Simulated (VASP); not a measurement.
Write the native input for VASP 6.6.1 that does the following.

- Task: single point
- Functional: PBE
- Dispersion: D3(BJ)
- Potentials or basis: VASP PAW PBE potentials, release 64 (F)
- Cutoff: 520 eV
- k mesh: 8 × 8 × 4
- Occupations: gaussian, width 0.05 eV
- Spin: no spin polarisation
- Dipole correction: no
- Further INCAR settings: ALGO = Normal; EDIFF = 1e-07; NBANDS = 22

The structure of F lies in POSCAR:

```
F
1.0
    2.8181532018     -1.7912036508      0.2974079766
    2.8181532018      1.7912036508      0.2974079766
   -0.8359919267      0.0000000000      6.7469186924
F
4
Direct
    0.9138648456      0.5855481450      0.0855879396
    0.4144518550      0.0861351544      0.4144120604
    0.0861351544      0.4144518550      0.9144120604
    0.5855481450      0.9138648456      0.5855879396
```

This cell differs from its parent crystal: atoms shifted along a free coordinate.

One way to write it, as run:

INCAR

```
SYSTEM = F
ALGO     = Normal         ! electronic algorithm
EDIFF    = 1E-7           ! SCF threshold, eV
ENCUT    = 520            ! plane-wave cutoff, eV
GGA      = PE             ! functional
ISIF     = 2              ! what is computed and relaxed
ISMEAR   = 0              ! smearing method
IVDW     = 12             ! dispersion correction
LASPH    = .TRUE.         ! aspherical terms in the spheres
LCHARG   = .TRUE.         ! write CHGCAR
LELF     = .TRUE.         ! ELF
LREAL    = .FALSE.        ! projectors in reciprocal space
LVHAR    = .TRUE.       
LWAVE    = .FALSE.        ! write WAVECAR
NBANDS   = 22             ! bands
NELM     = 60             ! most SCF steps
PREC     = Accurate       ! precision mode
SIGMA    = 0.05           ! smearing width, eV
```

KPOINTS

```
k-points
0
G
  8 8 4
  0 0 0
```

Potentials or basis: VASP PAW PBE potentials, release 64 (F).

Command:

```console
$ cat potpaw_PBE.64/F/POTCAR > POTCAR
$ mpirun -np 1 vasp_std > vasp.out
```

It gave:

```yaml
Pressure: 10.4 GPa
Largest_force: 5.335 eV/Å
Band_gap_on_the_k_mesh: 4.35 eV
Dispersion_energy_per_atom: -0.027 eV
```

Caveat: the cell differs from its parent crystal (atoms shifted along a free coordinate); the stress differs along the axes, from -0 to 25 GPa; forces of over 1 eV/Å act on the atoms, so gaps and moduli don't describe the material at rest.

Run time: 45 s on 1 thread of AMD EPYC 9R45 96-Core Processor (Zen 5), on a shared host, peak memory 0.21 GiB.
